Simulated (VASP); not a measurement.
# ZnSnN2 (P4/mmm) in VASP: notebook

The runs below take ZnSnN2 through single point, relaxation of cell and atoms, with PBE, r2SCAN.

Program: VASP 6.6.1. These are calculated values, not measurements. Logs are shortened: lines on timing, memory, paths and dates and some standing lists are left out, and cuts for length are marked.

## (1) The cell of the first run

It takes space group P4/mmm (No. 123, tetragonal). The conventional cell has a = 3.243 Å, b = 3.243 Å, c = 4.387 Å, α = 90.00°, β = 90.00°, γ = 90.00°. Zn (site symmetry 4/mmm) has 6 N at 2.19 to 2.29 Å within 2.9 Å. Within 2.9 Å of N (site symmetry 4/mmm) lie 2 Zn at 2.19 Å and 4 Sn at 2.29 Å. Within 2.9 Å of N (site symmetry 4/mmm) lie 2 Sn at 2.19 Å and 4 Zn at 2.29 Å. Sn (site symmetry 4/mmm) has 6 N at 2.19 to 2.29 Å within 2.9 Å.

## (2) Single point, PBE

INCAR

```
SYSTEM = ZnSnN2
  PREC = Accurate
  ENCUT = 520
  EDIFF = 1E-7
  ISMEAR = -1
  SIGMA = 0.02
  LREAL = .FALSE.
  LASPH = .TRUE.
  NELM = 100
  ALGO = Normal
  ISIF = 2
  LWAVE = .FALSE.
  LCHARG = .TRUE.
  GGA = PE
  LELF = .TRUE.
  LVHAR = .TRUE.
  NBANDS = 26
```

KPOINTS

```
Automatic mesh
0
G
  8 8 6
  0 0 0
```

POSCAR

```
ZnSnN2
1.0
    3.2428433388      0.0000000000      0.0000000000
    0.0000000000      3.2428433388      0.0000000000
    0.0000000000      0.0000000000      4.3872418998
Zn N Sn
1 2 1
Direct
    0.0000000000      0.0000000000      0.0000000000
    0.0000000000      0.0000000000      0.5000000000
    0.5000000000      0.5000000000      0.0000000000
    0.5000000000      0.5000000000      0.5000000000
```

Potentials or basis: VASP PAW PBE potentials, release 64 (Zn, N, Sn_d).

Launch:

```sh
$ cat potpaw_PBE.64/Zn/POTCAR potpaw_PBE.64/N/POTCAR potpaw_PBE.64/Sn_d/POTCAR > POTCAR
$ mpirun -np 1 vasp_std > vasp.out
```

OUTCAR:

```text
SYSTEM = ZnSnN2
   PREC = Accurate
   ENCUT = 520
   EDIFF = 1E-7
   ISMEAR = -1
   LREAL = .FALSE.
   LASPH = .TRUE.
   NELM = 100
   ISIF = 2
   GGA = PE

 ion  position               nearest neighbor table
   1  0.000  0.000  0.000-   2 2.19   2 2.19   3 2.29   3 2.29   3 2.29   3 2.29   4 3.17   4 3.17
                             4 3.17   4 3.17   4 3.17   4 3.17   4 3.17   4 3.17
   2  0.000  0.000  0.500-   1 2.19   1 2.19   4 2.29   4 2.29   4 2.29   4 2.29
   3  0.500  0.500  0.000-   4 2.19   4 2.19   1 2.29   1 2.29   1 2.29   1 2.29
   4  0.500  0.500  0.500-   3 2.19   3 2.19   2 2.29   2 2.29   2 2.29   2 2.29   1 3.17   1 3.17
                             1 3.17   1 3.17   1 3.17   1 3.17   1 3.17   1 3.17

  LATTYP: Found a simple tetragonal cell.
 ALAT       =     3.2428433388
 C/A-ratio  =     1.3528997369

  Lattice vectors:

 A1 = (   3.2428433388,   0.0000000000,   0.0000000000)
 A2 = (   0.0000000000,   3.2428433388,   0.0000000000)
 A3 = (   0.0000000000,   0.0000000000,   4.3872418998)

Analysis of symmetry for initial positions (statically):
=====================================================================
 Subroutine PRICEL returns:
 Original cell was already a primitive cell.

 Routine SETGRP: Setting up the symmetry group for a
 simple tetragonal supercell.

 Subroutine GETGRP returns: Found 16 space group operations
 (whereof 16 operations were pure point group operations)
 out of a pool of 16 trial point group operations.

The static configuration has the point symmetry D_4h.

Analysis of symmetry for dynamics (positions and initial velocities):
=====================================================================
 Subroutine PRICEL returns:
 Original cell was already a primitive cell.

 Routine SETGRP: Setting up the symmetry group for a
 simple tetragonal supercell.

 Subroutine GETGRP returns: Found 16 space group operations
 (whereof 16 operations were pure point group operations)
 out of a pool of 16 trial point group operations.

The dynamic configuration has the point symmetry D_4h.

 Subroutine INISYM returns: Found 16 space group operations
 (whereof 16 operations are pure point group operations),
 and found     1 'primitive' translations

----------------------------------------------------------------------------------------

[... 86 lines left out ...]
 SYSTEM =  ZnSnN2
   PREC   = accura    normal or accurate (medium, high low for compatibility)
   ISTART =      0    job   : 0-new  1-cont  2-samecut
   ICHARG =      2    charge: 1-file 2-atom 10-const
   ISPIN  =      1    spin polarized calculation?
   LNONCOLLINEAR =      F non collinear calculations
   LSORBIT =      F    spin-orbit coupling
   LASPH  =      T    aspherical Exc in radial PAW
   ENCUT  =  520.0 eV  38.22 Ry    6.18 a.u.   6.03  6.03  8.16*2*pi/ulx,y,z
   NELM   =    100;   NELMIN=  2; NELMDL= -5     # of ELM steps
   EDIFF  = 0.1E-06   stopping-criterion for ELM
   LREAL  =      F    real-space projection
   EDIFFG = 0.1E-05   stopping-criterion for IOM
   NSW    =      0    number of steps for IOM
   IBRION =     -1    ionic relax: 0-MD 1-quasi-New 2-CG
   NFREE  =      0    steps in history (QN), initial steepest desc. (CG)
   ISIF   =      2    stress and relaxation
   ISYM   =      2    0-nonsym 1-usesym 2-fastsym
   POTIM  = 0.5000    time-step for ionic-motion
   TEBEG  =    0.0;   TEEND  =   0.0 temperature during run
   PSTRESS=    0.0 pullay stress
   NELECT =      36.0000    total number of electrons
   NUPDOWN=      -1.0000    fix difference up-down
   EMIN   =  10.00;   EMAX   =-10.00  energy-range for DOS
   EFERMI =   0.00;   METHOD = LEGACY
   ISMEAR =    -1;   SIGMA  =   0.02  broadening in eV -4-tet -1-fermi 0-gaus
   EFERMI_NEDOS =   21; number of points for ismear=-14 and -15
   IALGO  =     38    algorithm
   IMIX   =      4    mixing-type and parameters
     AMIX     =   0.40;   BMIX     =  1.00
     AMIX_MAG =   1.60;   BMIX_MAG =  1.00
  volume/ion in A,a.u.               =      11.53        77.84
  Fermi-wavevector in a.u.,A,eV,Ry     =   1.507166  2.848131 30.906315  2.271550
  Thomas-Fermi vector in A             =   2.617788
   LORBIT       =      0    0 simple, 1 ext, 2 COOP (PROOUT), +10 PAW based schemes
   GGA     = PE    functional components
   LHFCALC =     F    Hartree Fock is set to
   AEXX    =    0.0000 exact exchange contribution
   IVDW    =     0    specifies the selected vdW correction
   LEPSILON=     F    determine dielectric tensor
   LRPA    =     F    only Hartree local field effects (RPA)
 non-spin polarized calculation
  energy-cutoff  :      520.00
  volume of cell :       46.14
 maximum number of plane-waves:      1260
   NGX = 13   NGY = 13   NGZ = 17

 number of electron      36.0000017 magnetization

 Free energy of the ion-electron system (eV)
  ---------------------------------------------------
  ext. energy  EPLUGINS =         0.00000000
  ---------------------------------------------------
  free energy    TOTEN  =       -20.02544454 eV

  energy without entropy =      -20.02368589  energy(sigma->0) =      -20.02456521

 E-fermi :   7.6890     XC(G=0): -12.2016

 val. band max:        7.6742518119   @ k =   0.3750   0.0000   0.5000
 cond. band min:       7.6921681871   @ k =   0.2500   0.1250   0.5000
 fundamental gap:      0.0179163752
 Fermi energy:         7.6889967405

 k-point     1 :       0.0000    0.0000    0.0000
  band No.  band energies     occupation
      1     -14.2264      2.00000
      2     -14.2099      2.00000
      3     -13.9703      2.00000
      4     -13.9037      2.00000
      5     -13.9037      2.00000
      6      -9.0866      2.00000
[... 685 lines left out ...]
     25      16.7357      0.00000
     26      18.3220      0.00000

 [... further k-points ...]
[... 5 lines left out ...]
  --------------------------------------------------------------------------------------
  -------------------------------------------------------------------------------------
  Total        0.0885360      0.0885360      0.1431908      0.0000000      0.0000000      0.0000000
  in kB        3.0745890      3.0745890      4.9725849      0.0000000      0.0000000      0.0000000
  external PRESSURE =       3.7072543 kB  Pullay stress =       0.0000000 kB

 VOLUME and BASIS-vectors are now :
 -----------------------------------------------------------------------------
  energy-cutoff  :      520.00
  volume of cell :       46.14
      direct lattice vectors                 reciprocal lattice vectors
     3.242843339  0.000000000  0.000000000     0.308371357  0.000000000  0.000000000
     0.000000000  3.242843339  0.000000000     0.000000000  0.308371357  0.000000000
     0.000000000  0.000000000  4.387241900     0.000000000  0.000000000  0.227933636

 POSITION                                       TOTAL-FORCE (eV/Angst)
 -----------------------------------------------------------------------------------
      0.00000      0.00000      0.00000         0.000000      0.000000      0.000000
      0.00000      0.00000      2.19362         0.000000      0.000000      0.000000
      1.62142      1.62142      0.00000         0.000000      0.000000      0.000000
      1.62142      1.62142      2.19362         0.000000      0.000000      0.000000
 -----------------------------------------------------------------------------------
    total drift:                                0.000000     -0.000000     -0.000000

  FREE ENERGIE OF THE ION-ELECTRON SYSTEM (eV)
  ---------------------------------------------------
  free  energy   TOTEN  =       -20.0254445383 eV

  energy  without entropy=      -20.0236858881  energy(sigma->0) =      -20.02456521
```

stdout:

```text
POSCAR found type information on POSCAR ZnN Sn
 POSCAR found :  3 types and       4 ions
 scaLAPACK will be used
 LDA part: xc-table for (Slater+PW92), standard interpolation
 POSCAR, INCAR and KPOINTS ok, starting setup
 FFT: planning ... GRIDC
 FFT: planning ... GRID_SOFT
 FFT: planning ... GRID
 WAVECAR not read
 entering main loop
```

Run time: 52 s. Hardware: 1 thread of Intel Xeon Platinum 8375C at 2.90GHz (Ice Lake), shared host; peak memory 0.2 GiB.

Results:

| Property | Result |
| --- | --- |
| Free energy | -20.0254 eV |
| Pressure | 0.4 GPa |
| Band gap on the k mesh | zero (band 18 reaches 7.91 eV, above the bottom of band 19 at 5.47 eV) |

Caveat: spin-orbit coupling is left out, which moves the levels of the heavy elements.

(Continued in part 2 of 2.)
